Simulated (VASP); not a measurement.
# Al32C (a cell with a defect) in VASP: single point with PBE+D3(BJ)

Aim: the single point of Al32C (a cell with a defect) with PBE+D3(BJ).

Program: VASP 6.6.1. These are calculated values, not measurements. Logs are shortened: lines on timing, memory, paths and dates and some standing lists are left out, and cuts for length are marked.

## Step 1: The cell of the first run

The cell holds a defect, 33 atoms: a = 8.100 Å, b = 8.100 Å, c = 8.100 Å, α = 90.00°, β = 90.00°, γ = 90.00°.

## Step 2: Single point, PBE+D3(BJ)

Contents of INCAR:

```
SYSTEM = Al32C
  PREC = Accurate
  ENCUT = 520
  EDIFF = 1E-7
  ISMEAR = 0
  SIGMA = 0.1
  LREAL = Auto
  LASPH = .True.
  NELM = 80
  ALGO = Normal
  ISIF = 2
  LWAVE = .False.
  LCHARG = .False.
  GGA = PE
  IVDW = 12
  NBANDS = 72
```

Contents of KPOINTS:

```
regular mesh
0
Gamma
  3 3 3
  0 0 0
```

Contents of POSCAR:

```
Al32C
1.0
    8.1000000000      0.0000000000      0.0000000000
    0.0000000000      8.1000000000      0.0000000000
    0.0000000000      0.0000000000      8.1000000000
Al C
32 1
Direct
    0.5002092430      0.0006820626      0.0001549294
    0.7479301097      0.2501202282      0.0001609788
    0.7469609365     -0.0030814944      0.2469296723
    0.0001822841     -0.0021255808      0.0001579984
    0.2524874220      0.2501126476      0.0001460124
    0.5002086815      0.4995646313      0.0001541627
    0.7507636087      0.7501371070      0.0001556791
    0.2534385455     -0.0031774522      0.2468326844
    0.5002140390      0.2501190179      0.2478797306
    0.7468945425      0.5033437034      0.2468651478
    0.5002130602     -0.0021349940      0.5001347580
    0.7414501694      0.2501481350      0.5001680026
    0.7468857988     -0.0031537507      0.7533676305
    0.0001746912      0.5023983838      0.0001481298
    0.2496140547      0.7501363312      0.0001549553
    0.0002239808      0.2501468721      0.2413457949
    0.2534957076      0.5034300212      0.2467612584
    0.5002094570      0.7501365893      0.2507022297
    0.0002233250     -0.0086902700      0.5001660652
    0.2593087198      0.2501400965      0.5001590765
    0.5002001960      0.5024069990      0.5001291261
    0.7479327995      0.7501418271      0.5001365885
    0.2535026748     -0.0032571564      0.7534532468
    0.5001994663      0.2501133869      0.7524290264
    0.7468136511      0.5034097534      0.7534260162
    0.0001828978      0.7501398465      0.2478918377
    0.0002151177      0.5091973718      0.5001594396
    0.2524850809      0.7501285220      0.5001279807
    0.0002149107      0.2501402738      0.7592269978
    0.2535553401      0.5034932657      0.7535082765
    0.5002089222      0.7501357865      0.7495778085
    0.0001742797      0.7501299067      0.7524180779
    0.0004850161      0.2503262121      0.5003679504
```

Potentials or basis: VASP PAW PBE potentials, release 64 (Al, C).

Started as:

```console
cat potpaw_PBE.64/Al/POTCAR potpaw_PBE.64/C/POTCAR > POTCAR
mpirun -np 1 vasp_std > vasp.out
```

OUTCAR:

```text
SYSTEM = Al32C
   PREC = Accurate
   ENCUT = 520
   EDIFF = 1E-7
   ISMEAR = 0
   LREAL = Auto
   LASPH = .True.
   NELM = 80
   ISIF = 2
   GGA = PE
   IVDW = 12
 IVDW          = 12

 ion  position               nearest neighbor table
   1  0.500  0.001  0.000-  23 2.83   8 2.83  13 2.83   3 2.83   5 2.85  24 2.85   2 2.85   9 2.85
                            18 2.87   7 2.87  31 2.87  15 2.87
   2  0.748  0.250  0.000-  29 2.83  16 2.83   9 2.84  24 2.84   1 2.85   6 2.85  10 2.86   3 2.86
                            25 2.86  13 2.86   4 2.89  14 2.89
   3  0.747  0.997  0.247-   1 2.83  18 2.83   7 2.83   9 2.86  11 2.86   2 2.86  22 2.86   4 2.86
                            26 2.86  12 2.90  16 2.90  19 2.90
   4  0.000  0.998  0.000-  29 2.83  16 2.83  26 2.84  32 2.84   7 2.85  15 2.85   8 2.86   3 2.86
                            23 2.86  13 2.86   2 2.89   5 2.89
   5  0.252  0.250  0.000-  29 2.83  16 2.83  24 2.84   9 2.84   1 2.85   6 2.85  17 2.86   8 2.86
                            30 2.86  23 2.86   4 2.89  14 2.89
   6  0.500  0.500  0.000-  30 2.83  17 2.83  25 2.83  10 2.83   2 2.85   9 2.85   5 2.85  24 2.85
                            18 2.87   7 2.87  31 2.87  15 2.87
   7  0.751  0.750  0.000-  25 2.83  13 2.83  10 2.83   3 2.83  32 2.85  14 2.85  26 2.85   4 2.85
                             1 2.87  18 2.87   6 2.87  31 2.87
   8  0.253  0.997  0.247-  15 2.83   1 2.83  18 2.83   4 2.86  26 2.86   5 2.86  28 2.86   9 2.86
                            11 2.86  16 2.90  19 2.90  20 2.90
   9  0.500  0.250  0.248-  20 2.83  12 2.83   2 2.84   5 2.84   1 2.85   6 2.85  10 2.86   3 2.86
[... 32 lines left out ...]
                            14 2.86  12 2.90  27 2.90  29 2.90
  26  0.000  0.750  0.248-  27 2.83  19 2.83   4 2.84  14 2.84   7 2.85  15 2.85   8 2.86   3 2.86
                            17 2.86  10 2.86  22 2.89  28 2.89
  27  0.000  0.509  0.500-  33 2.10  32 2.83  28 2.83  26 2.83  22 2.83  10 2.90  25 2.90  17 2.90
                            30 2.90  12 2.97  16 2.97  29 2.97  20 2.97
  28  0.252  0.750  0.500-  27 2.83  19 2.83  21 2.84  11 2.84  18 2.85  31 2.85  23 2.86   8 2.86
                            30 2.86  17 2.86  26 2.89  32 2.89
  29  0.000  0.250  0.759-  33 2.10  14 2.83   5 2.83   4 2.83   2 2.83  13 2.90  25 2.90  23 2.90
                            30 2.90  12 2.97  19 2.97  27 2.97  20 2.97
  30  0.254  0.503  0.754-  15 2.83  31 2.83   6 2.83  28 2.86  32 2.86   5 2.86  14 2.86  24 2.86
                            21 2.86  27 2.90  29 2.90  20 2.90
  31  0.500  0.750  0.750-  30 2.83  23 2.83  25 2.83  13 2.83  22 2.85  11 2.85  28 2.85  21 2.85
                             1 2.87   7 2.87   6 2.87  15 2.87
  32  0.000  0.750  0.752-  27 2.83  19 2.83  14 2.84   4 2.84   7 2.85  15 2.85  23 2.86  13 2.86
                            30 2.86  25 2.86  22 2.89  28 2.89
  33  0.000  0.250  0.500-  20 2.10  29 2.10  27 2.10  19 2.10  16 2.10  12 2.10

  LATTYP: Found a simple cubic cell.
 ALAT       =     8.1000000000

  Lattice vectors:

 A1 = (   8.1000000000,   0.0000000000,   0.0000000000)
 A2 = (   0.0000000000,   8.1000000000,   0.0000000000)
 A3 = (   0.0000000000,   0.0000000000,   8.1000000000)

Analysis of symmetry for initial positions (statically):
=====================================================================
 Subroutine PRICEL returns:
 Original cell was already a primitive cell.

 Routine SETGRP: Setting up the symmetry group for a
 simple cubic supercell.

 Subroutine GETGRP returns: Found  1 space group operations
 (whereof  1 operations were pure point group operations)
 out of a pool of 48 trial point group operations.

The static configuration has the point symmetry C_1 .

Analysis of symmetry for dynamics (positions and initial velocities):
=====================================================================
 Subroutine PRICEL returns:
 Original cell was already a primitive cell.

 Routine SETGRP: Setting up the symmetry group for a
 simple cubic supercell.

 Subroutine GETGRP returns: Found  1 space group operations
 (whereof  1 operations were pure point group operations)
 out of a pool of 48 trial point group operations.

The dynamic configuration has the point symmetry C_1 .

 Subroutine INISYM returns: Found  1 space group operations
 (whereof  1 operations are pure point group operations),
 and found     1 'primitive' translations

----------------------------------------------------------------------------------------

                                     Primitive cell

  volume of cell :     531.4410

  direct lattice vectors                    reciprocal lattice vectors
     8.100000000  0.000000000  0.000000000     0.123456790  0.000000000  0.000000000
     0.000000000  8.100000000  0.000000000     0.000000000  0.123456790  0.000000000
[... 95 lines left out ...]
     0.000000000  0.000000000  0.000000000

 Subroutine IBZKPT returns following result:
 ===========================================

 Found     14 irreducible k-points:

 Following reciprocal coordinates:
            Coordinates               Weight
  0.000000  0.000000  0.000000      1.000000
  0.333333  0.000000  0.000000      2.000000
  0.000000  0.333333  0.000000      2.000000
  0.000000  0.000000  0.333333      2.000000
  0.333333  0.333333  0.000000      2.000000
  0.000000  0.333333  0.333333      2.000000
  0.333333  0.000000  0.333333      2.000000
 -0.333333  0.333333  0.000000      2.000000
 -0.333333  0.000000  0.333333      2.000000
  0.000000 -0.333333  0.333333      2.000000
  0.333333  0.333333  0.333333      2.000000
 -0.333333  0.333333  0.333333      2.000000
 -0.333333 -0.333333  0.333333      2.000000
  0.333333 -0.333333  0.333333      2.000000
   k-points           NKPTS =     14   k-points in BZ     NKDIM =     14   number of bands    NBANDS=     72
   number of dos      NEDOS =    301   number of ions     NIONS =     33
   total plane-waves  NPLWV = 216000
   dimension x,y,z NGX =    60 NGY =   60 NGZ =   60
   dimension x,y,z NGXF=   120 NGYF=  120 NGZF=  120
   ions per type =              32   1
   NGX,Y,Z   is equivalent  to a cutoff of  12.31, 12.31, 12.31 a.u.
   NGXF,Y,Z  is equivalent  to a cutoff of  24.63, 24.63, 24.63 a.u.
 SYSTEM =  Al32C
   PREC   = accura    normal or accurate (medium, high low for compatibility)
   ISTART =      0    job   : 0-new  1-cont  2-samecut
   ICHARG =      2    charge: 1-file 2-atom 10-const
   ISPIN  =      1    spin polarized calculation?
   LNONCOLLINEAR =      F non collinear calculations
   LSORBIT =      F    spin-orbit coupling
   LASPH  =      T    aspherical Exc in radial PAW
   ENCUT  =  520.0 eV  38.22 Ry    6.18 a.u.  15.06 15.06 15.06*2*pi/ulx,y,z
   NELM   =     80;   NELMIN=  2; NELMDL= -5     # of ELM steps
   EDIFF  = 0.1E-06   stopping-criterion for ELM
   LREAL  =      T    real-space projection
   EDIFFG = 0.1E-05   stopping-criterion for IOM
   NSW    =      0    number of steps for IOM
   IBRION =     -1    ionic relax: 0-MD 1-quasi-New 2-CG
   NFREE  =      0    steps in history (QN), initial steepest desc. (CG)
   ISIF   =      2    stress and relaxation
   ISYM   =      2    0-nonsym 1-usesym 2-fastsym
   POTIM  = 0.5000    time-step for ionic-motion
   TEBEG  =    0.0;   TEEND  =   0.0 temperature during run
   PSTRESS=    0.0 pullay stress
   NELECT =     100.0000    total number of electrons
   NUPDOWN=      -1.0000    fix difference up-down
   EMIN   =  10.00;   EMAX   =-10.00  energy-range for DOS
   EFERMI =   0.00;   METHOD = LEGACY
   ISMEAR =     0;   SIGMA  =   0.10  broadening in eV -4-tet -1-fermi 0-gaus
   EFERMI_NEDOS =   21; number of points for ismear=-14 and -15
   IALGO  =     38    algorithm
   IMIX   =      4    mixing-type and parameters
     AMIX     =   0.40;   BMIX     =  1.00
     AMIX_MAG =   1.60;   BMIX_MAG =  1.00
  volume/ion in A,a.u.               =      16.10       108.68
  Fermi-wavevector in a.u.,A,eV,Ry     =   0.938116  1.772782 11.973962  0.880061
  Thomas-Fermi vector in A             =   2.065295
   LORBIT       =      0    0 simple, 1 ext, 2 COOP (PROOUT), +10 PAW based schemes
   GGA     = PE    functional components
   LHFCALC =     F    Hartree Fock is set to
   AEXX    =    0.0000 exact exchange contribution
   IVDW    =    12    specifies the selected vdW correction
   LEPSILON=     F    determine dielectric tensor
   LRPA    =     F    only Hartree local field effects (RPA)
 non-spin polarized calculation
 Gauss-broadening in eV      SIGMA  =   0.10
  energy-cutoff  :      520.00
  volume of cell :      531.44
 maximum number of plane-waves:     14358
   NGX = 31   NGY = 31   NGZ = 31

 number of electron     100.0000001 magnetization

 Free energy of the ion-electron system (eV)
  ---------------------------------------------------
  ext. energy  EPLUGINS =         0.00000000
  ---------------------------------------------------
  free energy    TOTEN  =      -128.10090763 eV

  energy without entropy =     -128.03930006  energy(sigma->0) =     -128.07010384

 E-fermi :   8.0757     XC(G=0): -10.2425

 val. band max:        8.0347093151   @ k =   0.0000   0.3333   0.3333
 cond. band min:       8.0967541863   @ k =   0.3333   0.0000   0.0000
 fundamental gap:      0.0620448711
 Fermi energy:         8.0757165340

 k-point     1 :       0.0000    0.0000    0.0000
  band No.  band energies     occupation
      1      -4.9467      2.00000
      2      -2.7149      2.00000
      3      -0.9213      2.00000
      4      -0.9213      2.00000
      5      -0.9213      2.00000
      6      -0.8542      2.00000
[... 899 lines left out ...]
     61       9.7634      0.00000
     62       9.8546      0.00000
 [bands above 62 left out]

------------------------ aborting loop because EDIFF is reached ----------------------------------------

 Edisp (eV)  -10.98110

 E8    (eV) :    -4.8872

  FORCE on cell =-STRESS in cart. coord.  units (eV):
  Direction    XX          YY          ZZ          XY          YZ          ZX
  --------------------------------------------------------------------------------------
  -------------------------------------------------------------------------------------
  Total     -10.62075   -10.62653   -10.62627     0.00301     0.00334     0.00195
  in kB     -32.01922   -32.03664   -32.03585     0.00907     0.01007     0.00587
  external pressure =      -32.03 kB  Pullay stress =        0.00 kB

 VOLUME and BASIS-vectors are now :
 -----------------------------------------------------------------------------
  energy-cutoff  :      520.00
  volume of cell :      531.44
      direct lattice vectors                 reciprocal lattice vectors
     8.100000000  0.000000000  0.000000000     0.123456790  0.000000000  0.000000000
     0.000000000  8.100000000  0.000000000     0.000000000  0.123456790  0.000000000
     0.000000000  0.000000000  8.100000000     0.000000000  0.000000000  0.123456790

 POSITION                                       TOTAL-FORCE (eV/Angst)
 -----------------------------------------------------------------------------------
      4.05169      0.00552      0.00125         0.001982      0.004999      0.001665
      6.05823      2.02597      0.00130        -0.005599     -0.000349     -0.000685
      6.05038      8.07504      2.00013        -0.000335     -0.000501     -0.000470
      0.00148      8.08278      0.00128        -0.001047     -0.005378     -0.000574
      2.04515      2.02591      0.00118         0.005172      0.000296      0.000234
      4.05169      4.04647      0.00125         0.001480     -0.004550      0.001084
[... 25 lines left out ...]
      0.00141      6.07605      6.09459        -0.000073      0.000660      0.005326
      0.00393      2.02764      4.05298        -0.004308     -0.004721     -0.004323
 -----------------------------------------------------------------------------------
    total drift:                                0.011147      0.003740      0.005491

  FREE ENERGIE OF THE ION-ELECTRON SYSTEM (eV)
  ---------------------------------------------------
  free  energy   TOTEN  =      -139.0820053542 eV

  energy  without entropy=     -139.0203977812  energy(sigma->0) =     -139.05120157
```

It took 51 min on 1 thread of Intel Xeon 8259CL, shared host; peak memory 0.67 GiB.

What came out:

```
Free energy                : -139.0820 eV
Pressure                   : -3.2 GPa
Largest force              : 0.009 eV/Å
Band gap on the k mesh     : zero (bands 50 and 51 overlap by 0.43 eV)
Dispersion energy per atom : -0.333 eV
```

Forces in eV/Å, atoms in the order of the input:
```
Al   0.002  0.005  0.002
Al  -0.006  0.000 -0.001
Al   0.000 -0.001  0.000
Al  -0.001 -0.005 -0.001
Al   0.005  0.000  0.000
Al   0.001 -0.005  0.001
Al   0.005  0.002  0.002
Al   0.001  0.002  0.002
Al  -0.001 -0.001 -0.005
Al   0.001  0.001  0.000
Al  -0.001 -0.005  0.000
Al  -0.008  0.002  0.002
Al   0.001  0.000  0.001
Al   0.000  0.006  0.000
Al  -0.003  0.001  0.001
Al   0.002  0.001 -0.007
Al   0.000  0.000  0.001
Al   0.002  0.002  0.005
Al   0.002 -0.006  0.001
Al  -0.001  0.000  0.000
Al   0.000  0.005  0.000
Al  -0.006  0.000 -0.001
Al  -0.001  0.001 -0.001
Al   0.000  0.000  0.005
Al   0.002  0.000  0.000
Al  -0.001  0.000 -0.006
Al   0.001  0.000  0.001
Al   0.005  0.000  0.000
Al   0.001  0.000  0.000
Al  -0.002 -0.001 -0.001
Al   0.002  0.001 -0.004
Al   0.000  0.001  0.005
C   -0.004 -0.005 -0.004
```

Levels at points of the mesh, in eV from the Fermi level:
```tsv
k point	band 48	band 49	band 50	band 51	band 52	band 53
(0.00, 0.00, 0.00)	0.07	0.14	0.14	0.14	0.15	0.15
```
